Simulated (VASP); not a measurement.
Crystal: Ir.

```
CELL_PARAMETERS angstrom
0.00000 1.91560 1.91560
1.91560 0.00000 1.91560
1.91560 1.91560 0.00000
ATOMIC_POSITIONS crystal
Ir 0.00000 0.00000 0.00000
```

```yaml
Program: VASP 6.6.1
Task: relaxation of cell and atoms
Functional: BLYP
Potentials_or_basis: VASP PAW PBE potentials, release 64 (Ir)
Cutoff: 600 eV
k_mesh: 12 × 12 × 12
Occupations: fermi-dirac, width 0.05 eV
Spin: no spin polarisation
```

At the start: pressure 32.3 GPa; volume 14.06 Å³/atom.

Task: How do energy, volume and symmetry change on relaxing?

Result: Over 5 steps the energy falls by 118.7 meV/atom and the volume is 15.35 Å³/atom (+9.2 %); space group Fm-3m (No. 225, to 0.05 Å).

Step by step:
```tsv
step	energy change (eV)	largest force (eV/Å)	pressure (GPa)	volume (Å³)
1	0.0000	0.0000	32.27	14.06
2	0.7666	0.0000	-38.77	20.64
3	-0.1165	0.0000	-3.52	15.54
4	-0.1186	0.0000	-0.56	15.38
5	-0.1187	0.0000	0.01	15.35
```

Final structure:
```yaml
crystal:
  lattice:
    - [0.00000, 1.97242, 1.97242]
    - [1.97242, 0.00000, 1.97242]
    - [1.97242, 1.97242, 0.00000]
  atoms:
    - { symbol: Ir, position: [0.00000, 0.00000, 0.00000] }
```

Caveat: the PAW data sets were made with another functional, which shifts forces and pressure a little.
